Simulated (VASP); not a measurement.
# K3Ba (Fm-3m) in VASP: further runs

The runs below take K3Ba through single point, relaxation of cell and atoms, with LDA.

All numbers are computed with VASP 6.6.1; they aren't measurements. Logs are shortened: lines on timing, memory, paths and dates and some standing lists are left out, and cuts for length are marked.

**1. The cell of the first run**

It takes space group Fm-3m (No. 225, cubic). The conventional cell has a = 9.997 Å, b = 9.997 Å, c = 9.997 Å, α = 90.00°, β = 90.00°, γ = 90.00°. Within 5.7 Å of K (site symmetry -43m) lie 10 K at 4.33 to 5.00 Å and 4 Ba at 4.33 Å. K (site symmetry m-3m) has 8 K at 4.33 Å and 6 Ba at 5.00 Å within 5.7 Å. Ba (site symmetry m-3m) has 14 K at 4.33 to 5.00 Å within 5.7 Å.

**2. Single point, LDA**

Contents of INCAR:

```
ALGO = Normal ; EDIFF = 1E-6
ENCUT = 520 ; GGA = CA
ISIF = 2 ; ISMEAR = 1
LASPH = True ; LCHARG = False
LREAL = False ; LWAVE = False
NBANDS = 26 ; NELM = 100
PREC = Accurate ; SIGMA = 0.1
```

Contents of KPOINTS:

```
k-points
0
Gamma
  3 3 3
```

Contents of POSCAR:

```
K3Ba
1.0
    0.0000000000      4.9983903152      4.9983903152
    4.9983903152      0.0000000000      4.9983903152
    4.9983903152      4.9983903152      0.0000000000
K Ba
3 1
Direct
    0.2500000000      0.2500000000      0.2500000000
    0.7500000000      0.7500000000      0.7500000000
    0.5000000000      0.5000000000      0.5000000000
    0.0000000000      0.0000000000      0.0000000000
```

Potentials or basis: VASP PAW LDA potentials, release 64 (K_sv, Ba_sv).

Launch:

```bash
> cat potpaw_LDA.64/K_sv/POTCAR potpaw_LDA.64/Ba_sv/POTCAR > POTCAR
> mpirun -np 1 vasp_std > vasp.out
```

OUTCAR:

```text
EDIFF = 1E-6
   ENCUT = 520
   GGA = CA
   ISIF = 2
   ISMEAR = 1
   LASPH = True
   LREAL = False
   NELM = 100
   PREC = Accurate

 ion  position               nearest neighbor table
   1  0.250  0.250  0.250-
   2  0.750  0.750  0.750-
   3  0.500  0.500  0.500-
   4  0.000  0.000  0.000-

  LATTYP: Found a face centered cubic cell.
 ALAT       =     9.9967806304

  Lattice vectors:

 A1 = (   0.0000000000,   4.9983903152,   4.9983903152)
 A2 = (   4.9983903152,   0.0000000000,   4.9983903152)
 A3 = (   4.9983903152,   4.9983903152,   0.0000000000)

Analysis of symmetry for initial positions (statically):
=====================================================================
 Subroutine PRICEL returns:
 Original cell was already a primitive cell.

 Routine SETGRP: Setting up the symmetry group for a
 face centered cubic supercell.

 Subroutine GETGRP returns: Found 48 space group operations
 (whereof 48 operations were pure point group operations)
 out of a pool of 48 trial point group operations.

The static configuration has the point symmetry O_h .

Analysis of symmetry for dynamics (positions and initial velocities):
=====================================================================
 Subroutine PRICEL returns:
 Original cell was already a primitive cell.

 Routine SETGRP: Setting up the symmetry group for a
 face centered cubic supercell.

 Subroutine GETGRP returns: Found 48 space group operations
 (whereof 48 operations were pure point group operations)
 out of a pool of 48 trial point group operations.

The dynamic configuration has the point symmetry O_h .

 Subroutine INISYM returns: Found 48 space group operations
 (whereof 48 operations are pure point group operations),
 and found     1 'primitive' translations

----------------------------------------------------------------------------------------

                                     Primitive cell

  volume of cell :     249.7586

  direct lattice vectors                    reciprocal lattice vectors
     0.000000000  4.998390315  4.998390315    -0.100032204  0.100032204  0.100032204
     4.998390315  0.000000000  4.998390315     0.100032204 -0.100032204  0.100032204
     4.998390315  4.998390315  0.000000000     0.100032204  0.100032204 -0.100032204

  length of vectors
     7.068791374  7.068791374  7.068791374     0.173260860  0.173260860  0.173260860

  position of ions in fractional coordinates (direct lattice)
     0.250000000  0.250000000  0.250000000
     0.750000000  0.750000000  0.750000000
     0.500000000  0.500000000  0.500000000
     0.000000000  0.000000000  0.000000000

  ion indices of the primitive-cell ions
   primitive index   ion index
                 1           1
                 2           2
                 3           3
                 4           4

----------------------------------------------------------------------------------------

 KPOINTS: k-points

Automatic generation of k-mesh.
 Grid dimensions read from file:
 generate k-points for:    3    3    3

 Generating k-lattice:

  Cartesian coordinates                     Fractional coordinates (reciprocal lattice)
    -0.033344068  0.033344068  0.033344068     0.333333333  0.000000000  0.000000000
     0.033344068 -0.033344068  0.033344068     0.000000000  0.333333333  0.000000000
     0.033344068  0.033344068 -0.033344068     0.000000000  0.000000000  0.333333333

  Length of vectors
     0.057753620  0.057753620  0.057753620

  Shift w.r.t. Gamma in fractional coordinates (k-lattice)
     0.000000000  0.000000000  0.000000000

 Subroutine IBZKPT returns following result:
 ===========================================

 Found      4 irreducible k-points:

 Following reciprocal coordinates:
            Coordinates               Weight
  0.000000  0.000000  0.000000      1.000000
  0.333333  0.000000  0.000000      8.000000
  0.333333  0.333333  0.000000      6.000000
 -0.333333  0.333333  0.000000     12.000000
   k-points           NKPTS =      4   k-points in BZ     NKDIM =      4   number of bands    NBANDS=     26
   number of dos      NEDOS =    301   number of ions     NIONS =      4
   total plane-waves  NPLWV = 157464
   dimension x,y,z NGX =    54 NGY =   54 NGZ =   54
   dimension x,y,z NGXF=   108 NGYF=  108 NGZF=  108
   ions per type =               3   1
   NGX,Y,Z   is equivalent  to a cutoff of  12.70, 12.70, 12.70 a.u.
   NGXF,Y,Z  is equivalent  to a cutoff of  25.40, 25.40, 25.40 a.u.
 SYSTEM =  unknown system
   PREC   = accura    normal or accurate (medium, high low for compatibility)
   ISTART =      0    job   : 0-new  1-cont  2-samecut
   ICHARG =      2    charge: 1-file 2-atom 10-const
   ISPIN  =      1    spin polarized calculation?
   LNONCOLLINEAR =      F non collinear calculations
   LSORBIT =      F    spin-orbit coupling
   LASPH  =      T    aspherical Exc in radial PAW
   ENCUT  =  520.0 eV  38.22 Ry    6.18 a.u.  13.14 13.14 13.14*2*pi/ulx,y,z
   NELM   =    100;   NELMIN=  2; NELMDL= -5     # of ELM steps
   EDIFF  = 0.1E-05   stopping-criterion for ELM
   LREAL  =      F    real-space projection
   EDIFFG = 0.1E-04   stopping-criterion for IOM
   NSW    =      0    number of steps for IOM
   IBRION =     -1    ionic relax: 0-MD 1-quasi-New 2-CG
   NFREE  =      0    steps in history (QN), initial steepest desc. (CG)
   ISIF   =      2    stress and relaxation
   ISYM   =      2    0-nonsym 1-usesym 2-fastsym
   POTIM  = 0.5000    time-step for ionic-motion
   TEBEG  =    0.0;   TEEND  =   0.0 temperature during run
   PSTRESS=    0.0 pullay stress
   NELECT =      37.0000    total number of electrons
   NUPDOWN=      -1.0000    fix difference up-down
   EMIN   =  10.00;   EMAX   =-10.00  energy-range for DOS
   EFERMI =   0.00;   METHOD = LEGACY
   ISMEAR =     1;   SIGMA  =   0.10  broadening in eV -4-tet -1-fermi 0-gaus
   EFERMI_NEDOS =   21; number of points for ismear=-14 and -15
   IALGO  =     38    algorithm
   IMIX   =      4    mixing-type and parameters
     AMIX     =   0.40;   BMIX     =  1.00
     AMIX_MAG =   1.60;   BMIX_MAG =  1.00
  volume/ion in A,a.u.               =      62.44       421.36
  Fermi-wavevector in a.u.,A,eV,Ry     =   0.866234  1.636945 10.209287  0.750361
  Thomas-Fermi vector in A             =   1.984593
   LORBIT       =      0    0 simple, 1 ext, 2 COOP (PROOUT), +10 PAW based schemes
   GGA     = CA    functional components
   LHFCALC =     F    Hartree Fock is set to
   AEXX    =    0.0000 exact exchange contribution
   IVDW    =     0    specifies the selected vdW correction
   LEPSILON=     F    determine dielectric tensor
   LRPA    =     F    only Hartree local field effects (RPA)
 non-spin polarized calculation
 Methfessel and Paxton  Order N= 1 SIGMA  =   0.10
  energy-cutoff  :      520.00
  volume of cell :      249.76
 maximum number of plane-waves:      6748
 NGX is ok and might be reduce to    54
   NGX = 27   NGY = 27   NGZ = 27

 number of electron      36.9999996 magnetization

 Free energy of the ion-electron system (eV)
  ---------------------------------------------------
  ext. energy  EPLUGINS =         0.00000000
  ---------------------------------------------------
  free energy    TOTEN  =        -5.28808749 eV

  energy without entropy =       -5.28202469  energy(sigma->0) =       -5.28606656

 E-fermi :   0.3476     XC(G=0):  -6.6784

 val. band max:        0.2788064025   @ k =   0.3333   0.3333   0.0000
 cond. band min:       0.3518888370   @ k =   0.3333   0.3333   0.0000
 fundamental gap:      0.0730824344
 Fermi energy:         0.3476326729

 k-point     1 :       0.0000    0.0000    0.0000
  band No.  band energies     occupation
      1     -30.9820      2.00000
      2     -30.9479      2.00000
      3     -30.9471      2.00000
      4     -29.3101      2.00000
      5     -14.7295      2.00000
      6     -14.7295      2.00000
[... 18 lines left out ...]
     25       2.0740     -0.00000
     26       3.9248      0.00000

 k-point     2 :       0.3333    0.0000    0.0000
  band No.  band energies     occupation
      1     -30.9814      2.00000
      2     -30.9481      2.00000
      3     -30.9476      2.00000
      4     -29.3102      2.00000
      5     -14.7375      2.00000
      6     -14.7354      2.00000
[... 18 lines left out ...]
     25       2.0310     -0.00000
     26       2.7712      0.00000

 k-point     3 :       0.3333    0.3333    0.0000
  band No.  band energies     occupation
      1     -30.9812      2.00000
      2     -30.9482      2.00000
      3     -30.9476      2.00000
      4     -29.3102      2.00000
      5     -14.7563      2.00000
      6     -14.7563      2.00000
[... 18 lines left out ...]
     25       1.8521     -0.00000
     26       3.4448      0.00000

 k-point     4 :      -0.3333    0.3333    0.0000
  band No.  band energies     occupation
      1     -30.9809      2.00000
      2     -30.9480      2.00000
      3     -30.9480      2.00000
      4     -29.3102      2.00000
      5     -14.7556      2.00000
      6     -14.7407      2.00000
[... 18 lines left out ...]
     25       1.9532     -0.00000
     26       3.0028      0.00000

------------------------ aborting loop because EDIFF is reached ----------------------------------------

  FORCE on cell =-STRESS in cart. coord.  units (eV):
  Direction    XX          YY          ZZ          XY          YZ          ZX
  --------------------------------------------------------------------------------------
  -------------------------------------------------------------------------------------
  Total       -0.0602813     -0.0602813     -0.0602813      0.0000000      0.0000000     -0.0000000
  in kB       -0.3866988     -0.3866988     -0.3866988      0.0000000      0.0000000     -0.0000000
  external PRESSURE =      -0.3866988 kB  Pullay stress =       0.0000000 kB

 VOLUME and BASIS-vectors are now :
 -----------------------------------------------------------------------------
  energy-cutoff  :      520.00
  volume of cell :      249.76
      direct lattice vectors                 reciprocal lattice vectors
     0.000000000  4.998390315  4.998390315    -0.100032204  0.100032204  0.100032204
     4.998390315  0.000000000  4.998390315     0.100032204 -0.100032204  0.100032204
     4.998390315  4.998390315  0.000000000     0.100032204  0.100032204 -0.100032204

 POSITION                                       TOTAL-FORCE (eV/Angst)
 -----------------------------------------------------------------------------------
      2.49920      2.49920      2.49920        -0.000000     -0.000000     -0.000000
      7.49759      7.49759      7.49759         0.000000      0.000000      0.000000
      4.99839      4.99839      4.99839        -0.000000     -0.000000      0.000000
      0.00000      0.00000      0.00000        -0.000000     -0.000000      0.000000
 -----------------------------------------------------------------------------------
    total drift:                                0.000000      0.000000      0.000000

  FREE ENERGIE OF THE ION-ELECTRON SYSTEM (eV)
  ---------------------------------------------------
  free  energy   TOTEN  =        -5.2880874890 eV

  energy  without entropy=       -5.2820246914  energy(sigma->0) =       -5.28606656
```

It took 36 s on 1 thread of Intel Xeon Platinum 8559C (Emerald Rapids), shared host; peak memory 0.29 GiB.

What came out:

* Free energy: -5.2881 eV
* Pressure: 0.0 GPa

Levels at points of the mesh, in eV from the Fermi level:
| k point | band 15 | band 16 | band 17 | band 18 | band 19 | band 20 | band 21 | band 22 |
| --- | --- | --- | --- | --- | --- | --- | --- | --- |
| (0.00, 0.00, 0.00) | -14.80 | -14.80 | -2.47 | 0.54 | 0.54 | 0.54 | 0.60 | 0.60 |

Caveat: the k points lie up to 0.36 Å⁻¹ apart; spin-orbit coupling is left out, which moves the levels of the heavy elements.

(Part 1 of 2 ends here.)
